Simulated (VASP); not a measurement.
# Fe2Si (P-3m1) in VASP: single point with LDA+U

Aim: the single point of Fe2Si with LDA+U.

All numbers are computed with VASP 6.6.1; they aren't measurements. Logs are shortened: lines on timing, memory, paths and dates and some standing lists are left out, and cuts for length are marked.

## 1. The cell of the first run

It takes space group P-3m1 (No. 164, trigonal). Conventional cell: a = 3.847 Å, b = 3.847 Å, c = 4.730 Å, α = 90.00°, β = 90.00°, γ = 120.00°. Within 3.1 Å of Fe (site symmetry -3m) lie 8 Fe at 2.36 to 2.37 Å and 6 Si at 2.69 Å. Within 3.1 Å of Fe (site symmetry -3m) lie 8 Fe at 2.36 to 2.69 Å and 6 Si at 2.38 Å. Within 3.1 Å of Fe (site symmetry 3m) lie 5 Si at 2.32 to 2.38 Å and 9 Fe at 2.37 to 2.78 Å. Si (site symmetry 3m) has 11 Fe at 2.32 to 2.69 Å and 3 Si at 2.80 Å within 3.1 Å.

## 2. Single point, LDA+U, collinear spin

INCAR reads:

```
SYSTEM = Fe2Si
ALGO = Normal ; EDIFF = 1E-6
ENCUT = 520 ; GGA = CA
ISIF = 2 ; ISMEAR = 0
ISPIN = 2 ; LASPH = .TRUE.
LCHARG = .FALSE. ; LDAU = .TRUE.
LDAUJ = 0 0 ; LDAUL = 2 -1
LDAUPRINT = 1 ; LDAUTYPE = 2
LDAUU = 6 0 ; LMAXMIX = 4
LORBIT = 11 ; LREAL = .FALSE.
LWAVE = .FALSE. ; MAGMOM = 2.82 0.16 0.8 0.8 0 0
NBANDS = 33 ; NELM = 150
PREC = Accurate ; SIGMA = 0.1
```

KPOINTS reads:

```
k-points
0
G
  12 12 8
  0 0 0
```

POSCAR reads:

```
Fe2Si
1.0
    3.8473962416      0.0000000000      0.0000000000
   -1.9236981208      3.3319428836      0.0000000000
    0.0000000000      0.0000000000      4.7295792221
Fe Si
4 2
Direct
    0.0000000000      0.0000000000      0.0000000000
    0.0000000000      0.0000000000      0.5000000000
    0.3333333333      0.6666666667      0.8224992514
    0.6666666667      0.3333333333      0.1775007486
    0.3333333333      0.6666666667      0.3195172772
    0.6666666667      0.3333333333      0.6804827228
```

Potentials or basis: VASP PAW LDA potentials, release 64 (Fe, Si).

Command:

```sh
cat potpaw_LDA.64/Fe/POTCAR potpaw_LDA.64/Si/POTCAR > POTCAR
mpirun -np 1 vasp_std > vasp.out
```

OUTCAR:

```text
SYSTEM = Fe2Si
   EDIFF = 1E-6
   ENCUT = 520
   GGA = CA
   ISIF = 2
   ISMEAR = 0
   ISPIN = 2
   LASPH = .TRUE.
   LORBIT = 11
   LREAL = .FALSE.
   NELM = 150
   PREC = Accurate

 ion  position               nearest neighbor table
   1  0.000  0.000  0.000-   2 2.36   2 2.36   3 2.37   4 2.37   3 2.37   4 2.37   3 2.37   4 2.37
                             6 2.69   5 2.69   6 2.69   5 2.69   6 2.69   5 2.69
   2  0.000  0.000  0.500-   1 2.36   1 2.36   6 2.38   5 2.38   5 2.38   6 2.38   6 2.38   5 2.38
                             4 2.69   3 2.69   4 2.69   3 2.69   4 2.69   3 2.69
   3  0.333  0.667  0.822-   6 2.32   6 2.32   6 2.32   5 2.35   1 2.37   1 2.37   1 2.37   5 2.38
                             2 2.69   2 2.69   2 2.69   4 2.78   4 2.78   4 2.78
   4  0.667  0.333  0.178-   5 2.32   5 2.32   5 2.32   6 2.35   1 2.37   1 2.37   1 2.37   6 2.38
                             2 2.69   2 2.69   2 2.69   3 2.78   3 2.78   3 2.78
   5  0.333  0.667  0.320-   4 2.32   4 2.32   4 2.32   3 2.35   3 2.38   2 2.38   2 2.38   2 2.38
                             1 2.69   1 2.69   1 2.69   6 2.80   6 2.80   6 2.80
   6  0.667  0.333  0.680-   3 2.32   3 2.32   3 2.32   4 2.35   4 2.38   2 2.38   2 2.38   2 2.38
                             1 2.69   1 2.69   1 2.69   5 2.80   5 2.80   5 2.80

  LATTYP: Found a hexagonal cell.
 ALAT       =     3.8473962416
 C/A-ratio  =     1.2292935079

  Lattice vectors:

 A1 = (   3.8473962416,   0.0000000000,   0.0000000000)
 A2 = (  -1.9236981208,   3.3319428836,   0.0000000000)
 A3 = (   0.0000000000,   0.0000000000,   4.7295792221)

Analysis of symmetry for initial positions (statically):
=====================================================================
 Subroutine PRICEL returns:
 Original cell was already a primitive cell.

 Routine SETGRP: Setting up the symmetry group for a
 hexagonal supercell.

 Subroutine GETGRP returns: Found 12 space group operations
 (whereof 12 operations were pure point group operations)
 out of a pool of 24 trial point group operations.

The static configuration has the point symmetry D_3d.

Analysis of symmetry for dynamics (positions and initial velocities):
=====================================================================
 Subroutine PRICEL returns:
 Original cell was already a primitive cell.

 Routine SETGRP: Setting up the symmetry group for a
 hexagonal supercell.

 Subroutine GETGRP returns: Found 12 space group operations
 (whereof 12 operations were pure point group operations)
 out of a pool of 24 trial point group operations.

The dynamic configuration has the point symmetry D_3d.

Analysis of structural, dynamic, and magnetic symmetry:
=====================================================================
 Subroutine PRICEL returns:
 Original cell was already a primitive cell.

 Routine SETGRP: Setting up the symmetry group for a
 hexagonal supercell.

 Subroutine GETGRP returns: Found 12 space group operations
 (whereof 12 operations were pure point group operations)
 out of a pool of 24 trial point group operations.

The overall configuration has the point symmetry D_3d.

 Subroutine INISYM returns: Found 12 space group operations
 (whereof 12 operations are pure point group operations),
 and found     1 'primitive' translations

----------------------------------------------------------------------------------------

                                     Primitive cell

  volume of cell :      60.6299

  direct lattice vectors                    reciprocal lattice vectors
     3.847396242  0.000000000  0.000000000     0.259916041  0.150062596  0.000000000
    -1.923698121  3.331942884  0.000000000     0.000000000  0.300125193  0.000000000
     0.000000000  0.000000000  4.729579222     0.000000000  0.000000000  0.211435300

  length of vectors
[... 98 lines left out ...]
   POTIM  = 0.5000    time-step for ionic-motion
   TEBEG  =    0.0;   TEEND  =   0.0 temperature during run
   PSTRESS=    0.0 pullay stress
   NELECT =      40.0000    total number of electrons
   NUPDOWN=      -1.0000    fix difference up-down
   EMIN   =  10.00;   EMAX   =-10.00  energy-range for DOS
   EFERMI =   0.00;   METHOD = LEGACY
   ISMEAR =     0;   SIGMA  =   0.10  broadening in eV -4-tet -1-fermi 0-gaus
   EFERMI_NEDOS =   21; number of points for ismear=-14 and -15
   IALGO  =     38    algorithm
   IMIX   =      4    mixing-type and parameters
     AMIX     =   0.40;   BMIX     =  1.00
     AMIX_MAG =   1.60;   BMIX_MAG =  1.00
  volume/ion in A,a.u.               =      10.10        68.19
  Fermi-wavevector in a.u.,A,eV,Ry     =   1.425167  2.693176 27.634817  2.031102
  Thomas-Fermi vector in A             =   2.545580
   LORBIT       =     11    0 simple, 1 ext, 2 COOP (PROOUT), +10 PAW based schemes
 LDA+U is selected, type is set to LDAUTYPE =  2
   angular momentum for each species LDAUL =     2   -1
   U (eV)           for each species LDAUU =   6.0  0.0
   J (eV)           for each species LDAUJ =   0.0  0.0
   GGA     = CA    functional components
   LHFCALC =     F    Hartree Fock is set to
   AEXX    =    0.0000 exact exchange contribution
   IVDW    =     0    specifies the selected vdW correction
   LEPSILON=     F    determine dielectric tensor
   LRPA    =     F    only Hartree local field effects (RPA)
 spin polarized calculation
 Gauss-broadening in eV      SIGMA  =   0.10
  energy-cutoff  :      520.00
  volume of cell :       60.63
 maximum number of plane-waves:      1659
 NGX is ok and might be reduce to    30
   NGX = 15   NGY = 15   NGZ = 17

atom =   1  type =  1  l = 2

 onsite density matrix

spin component  1
[... 116 lines left out ...]
  o =  0.1415  v =  0.0000  0.0000  0.0000  0.0000  0.0000 -0.0000 -0.8195  0.0000  0.0000  0.5730      0.0000  0.0000  0.0000  0.0000  0.0000  0.0000  0.0000  0.0000  0.0000  0.0000
  o =  0.1415  v =  0.0000  0.0000  0.0000  0.0000  0.0000 -0.5730  0.0000 -0.0000  0.8195 -0.0000      0.0000  0.0000  0.0000  0.0000  0.0000  0.0000  0.0000  0.0000  0.0000  0.0000
  o =  0.7042  v =  0.0000  0.0000  0.0000  0.0000  0.0000  0.0000 -0.0000 -1.0000  0.0000 -0.0000      0.0000  0.0000  0.0000  0.0000  0.0000  0.0000  0.0000  0.0000  0.0000  0.0000
  o =  0.7405  v =  0.0000  0.0000  0.0000  0.0000  0.0000 -0.0000 -0.5730  0.0000 -0.0000 -0.8195      0.0000  0.0000  0.0000  0.0000  0.0000  0.0000  0.0000  0.0000  0.0000  0.0000
  o =  0.7405  v =  0.0000  0.0000  0.0000  0.0000  0.0000  0.8195 -0.0000  0.0000  0.5730 -0.0000      0.0000  0.0000  0.0000  0.0000  0.0000  0.0000  0.0000  0.0000  0.0000  0.0000
  o =  0.8774  v =  0.0000  0.0000 -1.0000 -0.0000 -0.0000  0.0000  0.0000  0.0000  0.0000  0.0000      0.0000  0.0000  0.0000  0.0000  0.0000  0.0000  0.0000  0.0000  0.0000  0.0000
  o =  0.8852  v = -0.0000  0.9878  0.0000  0.0000 -0.1557  0.0000  0.0000  0.0000  0.0000  0.0000      0.0000  0.0000  0.0000  0.0000  0.0000  0.0000  0.0000  0.0000  0.0000  0.0000
  o =  0.8852  v = -0.1557 -0.0000 -0.0000  0.9878  0.0000  0.0000  0.0000  0.0000  0.0000  0.0000      0.0000  0.0000  0.0000  0.0000  0.0000  0.0000  0.0000  0.0000  0.0000  0.0000
  o =  0.8951  v =  0.0000  0.1557 -0.0000  0.0000  0.9878  0.0000  0.0000  0.0000  0.0000  0.0000      0.0000  0.0000  0.0000  0.0000  0.0000  0.0000  0.0000  0.0000  0.0000  0.0000
  o =  0.8951  v =  0.9878 -0.0000  0.0000  0.1557 -0.0000  0.0000  0.0000  0.0000  0.0000  0.0000      0.0000  0.0000  0.0000  0.0000  0.0000  0.0000  0.0000  0.0000  0.0000  0.0000

 number of electron      40.0000027 magnetization       4.7186812

 Free energy of the ion-electron system (eV)
  ---------------------------------------------------
  ext. energy  EPLUGINS =         0.00000000
  ---------------------------------------------------
  free energy    TOTEN  =       -31.74784783 eV

  energy without entropy =      -31.73942636  energy(sigma->0) =      -31.74363709

 E-fermi :   9.5435     XC(G=0): -13.5838

 val. band max:        9.5415671698   @ k =   0.1667   0.0000   0.5000
 cond. band min:       9.5438503625   @ k =  -0.1667   0.4167   0.1250
 fundamental gap:      0.0022831927
 Fermi energy:         9.5435425067

 spin component 1

 k-point     1 :       0.0000    0.0000    0.0000
  band No.  band energies     occupation
      1      -3.2138      1.00000
      2       1.4521      1.00000
      3       2.4306      1.00000
      4       2.4306      1.00000
      5       2.8309      1.00000
      6       3.5410      1.00000
[... 1673 lines left out ...]
     31      17.2178      0.00000
     32      17.6295      0.00000

 [... further k-points ...]

 [bands above 32 left out]

------------------------ aborting loop because EDIFF is reached ----------------------------------------

  FORCE on cell =-STRESS in cart. coord.  units (eV):
  Direction    XX          YY          ZZ          XY          YZ          ZX
  --------------------------------------------------------------------------------------
  -------------------------------------------------------------------------------------
  Total        5.3020235      5.3020235      5.1936501     -0.0000000     -0.0000000      0.0000000
  in kB      140.1087516    140.1087516    137.2449283     -0.0000000     -0.0000000      0.0000000
  external PRESSURE =     139.1541438 kB  Pullay stress =       0.0000000 kB

 VOLUME and BASIS-vectors are now :
 -----------------------------------------------------------------------------
  energy-cutoff  :      520.00
  volume of cell :       60.63
      direct lattice vectors                 reciprocal lattice vectors
     3.847396242  0.000000000  0.000000000     0.259916041  0.150062596  0.000000000
    -1.923698121  3.331942884  0.000000000     0.000000000  0.300125193  0.000000000
     0.000000000  0.000000000  4.729579222     0.000000000  0.000000000  0.211435300

 POSITION                                       TOTAL-FORCE (eV/Angst)
 -----------------------------------------------------------------------------------
      0.00000      0.00000      0.00000        -0.000000      0.000000      0.000000
      0.00000      0.00000      2.36479        -0.000000      0.000000      0.000000
     -0.00000      2.22130      3.89008        -0.000000      0.000000     -0.276565
      1.92370      1.11065      0.83950         0.000000      0.000000      0.276565
     -0.00000      2.22130      1.51118        -0.000000     -0.000000     -0.341795
      1.92370      1.11065      3.21840         0.000000      0.000000      0.341795
 -----------------------------------------------------------------------------------
    total drift:                               -0.000000      0.000000     -0.000000

  FREE ENERGIE OF THE ION-ELECTRON SYSTEM (eV)
  ---------------------------------------------------
  free  energy   TOTEN  =       -31.7478478270 eV

  energy  without entropy=      -31.7394263603  energy(sigma->0) =      -31.74363709

 total charge

# of ion       s       p       d       tot
------------------------------------------
    1        0.500   0.667   6.420   7.587
    2        0.476   0.657   6.825   7.958
    3        0.486   0.651   6.859   7.996
    4        0.486   0.651   6.859   7.996
    5        0.726   0.959   0.000   1.685
    6        0.726   0.959   0.000   1.685
--------------------------------------------------
tot          3.398   4.544  26.964  34.906

 magnetization (x)

# of ion       s       p       d       tot
------------------------------------------
    1        0.003  -0.017   3.057   3.042
    2       -0.035  -0.086  -1.797  -1.919
    3        0.001  -0.008   1.966   1.959
    4        0.001  -0.008   1.966   1.959
    5       -0.006  -0.045   0.000  -0.051
    6       -0.006  -0.045   0.000  -0.051
--------------------------------------------------
tot         -0.043  -0.209   5.192   4.940
```

Run time: 8.3 min. Hardware: 1 thread of Intel Xeon 6975P-C (Granite Rapids), shared host; peak memory 0.42 GiB.

What came out:

- Free energy: -31.7478 eV
- Pressure: 13.9 GPa
- Largest force: 0.342 eV/Å
- Net moment: 4.72 μB per cell
- Site moments: Fe +3.04, -1.92, +1.96 (each value once); Si -0.05 μB
- Valence electrons inside the program's atomic spheres: Fe 7.59, 7.96, 8.00 (each value once); Si 1.69

Forces on the atoms (eV/Å):
```
Fe   0.000  0.000  0.000
Fe   0.000  0.000  0.000
Fe   0.000  0.000 -0.277
Fe   0.000  0.000  0.277
Si   0.000  0.000 -0.342
Si   0.000  0.000  0.342
```

Eigenvalues of the final occupation matrices:
| site | spin | trace | eigenvalues |
| --- | --- | --- | --- |
| site 1 d | 1 | 4.76 | 0.93 0.94 0.94 0.97 0.97 |
| site 1 d | 2 | 1.70 | 0.10 0.10 0.45 0.45 0.59 |
| site 2 d | 1 | 2.53 | 0.10 0.10 0.77 0.77 0.79 |
| site 2 d | 2 | 4.34 | 0.84 0.84 0.87 0.89 0.89 |
| site 3 d | 1 | 4.44 | 0.88 0.89 0.89 0.90 0.90 |
| site 3 d | 2 | 2.47 | 0.14 0.14 0.70 0.74 0.74 |
| site 4 d | 1 | 4.44 | 0.88 0.89 0.89 0.90 0.90 |
| site 4 d | 2 | 2.47 | 0.14 0.14 0.70 0.74 0.74 |

Caveat: the cell stands under pressure; the U is typed as a test and isn't derived for this compound.
